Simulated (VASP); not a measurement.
# Ca3As (P6_3/mmc) in VASP: single point with PBE

Aim: the single point of Ca3As with PBE.

Everything below comes from runs of VASP 6.6.1. Logs are shortened: lines on timing, memory, paths and dates and some standing lists are left out, and cuts for length are marked.

## (1) The cell of the first run

It takes space group P6_3/mmc (No. 194, hexagonal). The conventional cell has a = 5.364 Å, b = 5.364 Å, c = 9.717 Å, α = 90.00°, β = 90.00°, γ = 120.00°. As (site symmetry -6m2) has 11 Ca at 3.02 to 3.60 Å within 4.0 Å. Within 4.1 Å of Ca (site symmetry -6m2) lie 3 As at 3.10 Å and 6 Ca at 3.60 Å. Within 4.0 Å of Ca (site symmetry 3m) lie 4 As at 3.02 to 3.60 Å and 7 Ca at 3.31 to 3.68 Å.

## (2) Single point, PBE

INCAR

```
SYSTEM = Ca3As
PREC = Accurate
ENCUT = 520
EDIFF = 1E-6
ISMEAR = -1
SIGMA = 0.0135
LREAL = .FALSE.
LASPH = .TRUE.
NELM = 100
ALGO = Normal
ISIF = 2
LWAVE = .FALSE.
LCHARG = .TRUE.
GGA = PE
LELF = .TRUE.
LVHAR = .TRUE.
NBANDS = 45
```

KPOINTS

```
regular mesh
0
G
  8 8 4
  0 0 0
```

POSCAR

```
Ca3As
1.0
    2.6819238822      4.6452284260      0.0000000000
   -2.6819238822      4.6452284260      0.0000000000
    0.0000000000      0.0000000000      9.7170017916
As Ca
2 6
Direct
    0.3333333333      0.3333333333      0.2500000000
    0.6666666667      0.6666666667      0.7500000000
    0.0000000000      0.0000000000      0.2500000000
    0.0000000000      0.0000000000      0.7500000000
    0.3333333333      0.3333333333      0.5606320577
    0.6666666667      0.6666666667      0.0606320577
    0.3333333333      0.3333333333      0.9393679423
    0.6666666667      0.6666666667      0.4393679423
```

Potentials or basis: VASP PAW PBE potentials, release 64 (As, Ca_sv).

On the command line:

```console
cat potpaw_PBE.64/As/POTCAR potpaw_PBE.64/Ca_sv/POTCAR > POTCAR
mpirun -np 1 vasp_std > vasp.out
```

OUTCAR:

```text
SYSTEM = Ca3As
   PREC = Accurate
   ENCUT = 520
   EDIFF = 1E-6
   ISMEAR = -1
   LREAL = .FALSE.
   LASPH = .TRUE.
   NELM = 100
   ISIF = 2
   GGA = PE

 ion  position               nearest neighbor table
   1  0.333  0.333  0.250-   5 3.02   7 3.02
   2  0.667  0.667  0.750-   6 3.02   8 3.02
   3  0.000  0.000  0.250-
   4  0.000  0.000  0.750-
   5  0.333  0.333  0.561-   1 3.02
   6  0.667  0.667  0.061-   2 3.02
   7  0.333  0.333  0.939-   1 3.02
   8  0.667  0.667  0.439-   2 3.02

  LATTYP: Found a hexagonal cell.
 ALAT       =     5.3638477644
 C/A-ratio  =     1.8115730010

  Lattice vectors:

 A1 = (   2.6819238822,  -4.6452284260,   0.0000000000)
 A2 = (   2.6819238822,   4.6452284260,   0.0000000000)
 A3 = (   0.0000000000,   0.0000000000,   9.7170017916)

Analysis of symmetry for initial positions (statically):
=====================================================================
 Subroutine PRICEL returns:
 Original cell was already a primitive cell.

 Routine SETGRP: Setting up the symmetry group for a
 hexagonal supercell.

 Subroutine GETGRP returns: Found 24 space group operations
 (whereof 12 operations were pure point group operations)
 out of a pool of 24 trial point group operations.

The static configuration has the point symmetry D_3d.
 The point group associated with its full space group is D_6h.

Analysis of symmetry for dynamics (positions and initial velocities):
=====================================================================
 Subroutine PRICEL returns:
 Original cell was already a primitive cell.

 Routine SETGRP: Setting up the symmetry group for a
 hexagonal supercell.

 Subroutine GETGRP returns: Found 24 space group operations
 (whereof 12 operations were pure point group operations)
 out of a pool of 24 trial point group operations.

The dynamic configuration has the point symmetry D_3d.
 The point group associated with its full space group is D_6h.

 Subroutine INISYM returns: Found 24 space group operations
 (whereof 12 operations are pure point group operations),
 and found     1 'primitive' translations

----------------------------------------------------------------------------------------

                                     Primitive cell

  volume of cell :     242.1117

  direct lattice vectors                    reciprocal lattice vectors
     2.681923882  4.645228426  0.000000000     0.186433330  0.107637333  0.000000000
    -2.681923882  4.645228426  0.000000000    -0.186433330  0.107637333  0.000000000
     0.000000000  0.000000000  9.717001792     0.000000000  0.000000000  0.102912403

  length of vectors
     5.363847764  5.363847764  9.717001792     0.215274666  0.215274666  0.102912403

  position of ions in fractional coordinates (direct lattice)
     0.333333333  0.333333333  0.250000000
     0.666666667  0.666666667  0.750000000
     0.000000000  0.000000000  0.250000000
     0.000000000  0.000000000  0.750000000
     0.333333333  0.333333333  0.560632058
     0.666666667  0.666666667  0.060632058
     0.333333333  0.333333333  0.939367942
     0.666666667  0.666666667  0.439367942

  ion indices of the primitive-cell ions
   primitive index   ion index
                 1           1
                 2           2
                 3           3
                 4           4
                 5           5
                 6           6
                 7           7
                 8           8

----------------------------------------------------------------------------------------

 KPOINTS: regular mesh

Automatic generation of k-mesh.
 Grid dimensions read from file:
 generate k-points for:    8    8    4

 Generating k-lattice:

  Cartesian coordinates                     Fractional coordinates (reciprocal lattice)
     0.023304166  0.013454667  0.000000000     0.125000000  0.000000000  0.000000000
    -0.023304166  0.013454667  0.000000000     0.000000000  0.125000000  0.000000000
     0.000000000  0.000000000  0.025728101     0.000000000  0.000000000  0.250000000

  Length of vectors
     0.026909333  0.026909333  0.025728101

  Shift w.r.t. Gamma in fractional coordinates (k-lattice)
     0.000000000  0.000000000  0.000000000

 Subroutine IBZKPT returns following result:
 ===========================================

 Found     30 irreducible k-points:

 Following reciprocal coordinates:
            Coordinates               Weight
  0.000000  0.000000  0.000000      1.000000
  0.125000  0.000000  0.000000      6.000000
  0.250000  0.000000  0.000000      6.000000
  0.375000  0.000000  0.000000      6.000000
  0.500000  0.000000  0.000000      3.000000
  0.250000  0.125000  0.000000      6.000000
[... 16 lines left out ...]
  0.250000  0.000000  0.500000      6.000000
  0.375000  0.000000  0.500000      6.000000
 [... further k-points ...]
   k-points           NKPTS =     30   k-points in BZ     NKDIM =     30   number of bands    NBANDS=     45
   number of dos      NEDOS =    301   number of ions     NIONS =      8
   total plane-waves  NPLWV = 115200
   dimension x,y,z NGX =    40 NGY =   40 NGZ =   72
   dimension x,y,z NGXF=    80 NGYF=   80 NGZF=  144
   ions per type =               2   6
   NGX,Y,Z   is equivalent  to a cutoff of  12.40, 12.40, 12.32 a.u.
   NGXF,Y,Z  is equivalent  to a cutoff of  24.80, 24.80, 24.64 a.u.
 SYSTEM =  Ca3As
   PREC   = accura    normal or accurate (medium, high low for compatibility)
   ISTART =      0    job   : 0-new  1-cont  2-samecut
   ICHARG =      2    charge: 1-file 2-atom 10-const
   ISPIN  =      1    spin polarized calculation?
   LNONCOLLINEAR =      F non collinear calculations
   LSORBIT =      F    spin-orbit coupling
   LASPH  =      T    aspherical Exc in radial PAW
   ENCUT  =  520.0 eV  38.22 Ry    6.18 a.u.   9.97  9.97 18.07*2*pi/ulx,y,z
   NELM   =    100;   NELMIN=  2; NELMDL= -5     # of ELM steps
   EDIFF  = 0.1E-05   stopping-criterion for ELM
   LREAL  =      F    real-space projection
   EDIFFG = 0.1E-04   stopping-criterion for IOM
   NSW    =      0    number of steps for IOM
   IBRION =     -1    ionic relax: 0-MD 1-quasi-New 2-CG
   NFREE  =      0    steps in history (QN), initial steepest desc. (CG)
   ISIF   =      2    stress and relaxation
   ISYM   =      2    0-nonsym 1-usesym 2-fastsym
   POTIM  = 0.5000    time-step for ionic-motion
   TEBEG  =    0.0;   TEEND  =   0.0 temperature during run
   PSTRESS=    0.0 pullay stress
   NELECT =      70.0000    total number of electrons
   NUPDOWN=      -1.0000    fix difference up-down
   EMIN   =  10.00;   EMAX   =-10.00  energy-range for DOS
   EFERMI =   0.00;   METHOD = LEGACY
   ISMEAR =    -1;   SIGMA  =   0.01  broadening in eV -4-tet -1-fermi 0-gaus
   EFERMI_NEDOS =   21; number of points for ismear=-14 and -15
   IALGO  =     38    algorithm
   IMIX   =      4    mixing-type and parameters
     AMIX     =   0.40;   BMIX     =  1.00
     AMIX_MAG =   1.60;   BMIX_MAG =  1.00
  volume/ion in A,a.u.               =      30.26       204.23
  Fermi-wavevector in a.u.,A,eV,Ry     =   1.082519  2.045665 15.943955  1.171848
  Thomas-Fermi vector in A             =   2.218563
   LORBIT       =      0    0 simple, 1 ext, 2 COOP (PROOUT), +10 PAW based schemes
   GGA     = PE    functional components
   LHFCALC =     F    Hartree Fock is set to
   AEXX    =    0.0000 exact exchange contribution
   IVDW    =     0    specifies the selected vdW correction
   LEPSILON=     F    determine dielectric tensor
   LRPA    =     F    only Hartree local field effects (RPA)
 non-spin polarized calculation
  energy-cutoff  :      520.00
  volume of cell :      242.11
 maximum number of plane-waves:      6540
   NGX = 19   NGY = 19   NGZ = 37

 number of electron      70.0000007 magnetization

 Free energy of the ion-electron system (eV)
  ---------------------------------------------------
  ext. energy  EPLUGINS =         0.00000000
  ---------------------------------------------------
  free energy    TOTEN  =       -24.40821739 eV

  energy without entropy =      -24.40537532  energy(sigma->0) =      -24.40679635

 E-fermi :   3.6538     XC(G=0):  -8.7395

 val. band max:        3.6403630337   @ k =   0.0000   0.0000   0.5000
 cond. band min:       3.6582508863   @ k =   0.5000   0.2500   0.0000
 fundamental gap:      0.0178878526
 Fermi energy:         3.6538011095

 k-point     1 :       0.0000    0.0000    0.0000
  band No.  band energies     occupation
      1     -38.3715      2.00000
      2     -38.3652      2.00000
      3     -38.3168      2.00000
      4     -38.3106      2.00000
      5     -38.1162      2.00000
      6     -38.1162      2.00000
[... 37 lines left out ...]
     44       4.5377      0.00000
     45       5.4365      0.00000

 k-point     2 :       0.1250    0.0000    0.0000
  band No.  band energies     occupation
      1     -38.3696      2.00000
      2     -38.3634      2.00000
      3     -38.3185      2.00000
      4     -38.3125      2.00000
      5     -38.1163      2.00000
      6     -38.1163      2.00000
[... 37 lines left out ...]
     44       4.5799      0.00000
     45       5.6223      0.00000

 k-point     3 :       0.2500    0.0000    0.0000
  band No.  band energies     occupation
      1     -38.3642      2.00000
      2     -38.3583      2.00000
      3     -38.3234      2.00000
      4     -38.3176      2.00000
      5     -38.1166      2.00000
      6     -38.1165      2.00000
[... 37 lines left out ...]
     44       4.7530      0.00000
     45       5.6937      0.00000

 k-point     4 :       0.3750    0.0000    0.0000
  band No.  band energies     occupation
      1     -38.3569      2.00000
      2     -38.3513      2.00000
      3     -38.3300      2.00000
      4     -38.3245      2.00000
      5     -38.1169      2.00000
      6     -38.1168      2.00000
[... 901 lines left out ...]
     44       4.5202      0.00000
     45       6.1837      0.00000

 k-point    23 :       0.2500    0.0000    0.5000
  band No.  band energies     occupation
      1     -38.3614      2.00000
      2     -38.3614      2.00000
      3     -38.3203      2.00000
      4     -38.3203      2.00000
      5     -38.1166      2.00000
      6     -38.1166      2.00000
[... 37 lines left out ...]
     44       4.6763      0.00000
     45       5.6826      0.00000

 k-point    24 :       0.3750    0.0000    0.5000
  band No.  band energies     occupation
      1     -38.3544      2.00000
      2     -38.3544      2.00000
      3     -38.3270      2.00000
      4     -38.3270      2.00000
      5     -38.1168      2.00000
      6     -38.1168      2.00000
[... 37 lines left out ...]
     44       5.0107      0.00000
     45       5.6471      0.00000

 [... further k-points ...]

------------------------ aborting loop because EDIFF is reached ----------------------------------------

  FORCE on cell =-STRESS in cart. coord.  units (eV):
  Direction    XX          YY          ZZ          XY          YZ          ZX
  --------------------------------------------------------------------------------------
  -------------------------------------------------------------------------------------
  Total        0.1175496      0.1175496      0.0823025      0.0000000      0.0000000      0.0000000
  in kB        0.7778860      0.7778860      0.5446378      0.0000000      0.0000000      0.0000000
  external PRESSURE =       0.7001366 kB  Pullay stress =       0.0000000 kB

 VOLUME and BASIS-vectors are now :
 -----------------------------------------------------------------------------
  energy-cutoff  :      520.00
  volume of cell :      242.11
      direct lattice vectors                 reciprocal lattice vectors
     2.681923882  4.645228426  0.000000000     0.186433330  0.107637333  0.000000000
    -2.681923882  4.645228426  0.000000000    -0.186433330  0.107637333  0.000000000
     0.000000000  0.000000000  9.717001792     0.000000000  0.000000000  0.102912403

 POSITION                                       TOTAL-FORCE (eV/Angst)
 -----------------------------------------------------------------------------------
      0.00000      3.09682      2.42925         0.000000      0.000000      0.000000
      0.00000      6.19364      7.28775         0.000000     -0.000000      0.000000
      0.00000      0.00000      2.42925        -0.000000      0.000000      0.000000
      0.00000      0.00000      7.28775         0.000000     -0.000000      0.000000
      0.00000      3.09682      5.44766        -0.000000      0.000000      0.004476
      0.00000      6.19364      0.58916         0.000000     -0.000000      0.004476
      0.00000      3.09682      9.12784        -0.000000      0.000000     -0.004476
      0.00000      6.19364      4.26934        -0.000000     -0.000000     -0.004476
 -----------------------------------------------------------------------------------
    total drift:                                0.000000     -0.000000     -0.000000

  FREE ENERGIE OF THE ION-ELECTRON SYSTEM (eV)
  ---------------------------------------------------
  free  energy   TOTEN  =       -24.4082173890 eV

  energy  without entropy=      -24.4053753158  energy(sigma->0) =      -24.40679635
```

Wall time 3.6 min (1 thread of Intel Xeon 6975P-C (Granite Rapids), shared host); peak memory 0.48 GiB.

Results:

| Property | Result |
| --- | --- |
| Free energy | -24.4082 eV |
| Pressure | 0.1 GPa |
| Largest force | 0.004 eV/Å |
| Band gap on the k mesh | zero (bands 35 and 36 overlap by 0.65 eV) |

Forces on the atoms (eV/Å):
```
As   0.000  0.000  0.000
As   0.000  0.000  0.000
Ca   0.000  0.000  0.000
Ca   0.000  0.000  0.000
Ca   0.000  0.000  0.004
Ca   0.000  0.000  0.004
Ca   0.000  0.000 -0.004
Ca   0.000  0.000 -0.004
```

Levels at points of the mesh, in eV from the Fermi level:
```tsv
k point	band 31	band 32	band 33	band 34	band 35	band 36	band 37	band 38	band 39	band 40
(0.00, 0.00, 0.00)	-2.63	-2.63	-2.41	-0.69	0.22	0.22	0.46	0.51	0.78	0.78
(0.50, 0.00, 0.00)	-2.68	-2.53	-0.94	-0.86	-0.24	0.07	0.46	0.78	0.84	1.01
(0.00, 0.00, 0.50)	-2.74	-2.74	-0.99	-0.99	-0.01	-0.01	0.48	0.48	0.48	0.48
(0.50, 0.00, 0.50)	-2.61	-2.61	-0.95	-0.95	-0.15	-0.15	0.68	0.68	0.88	0.88
```
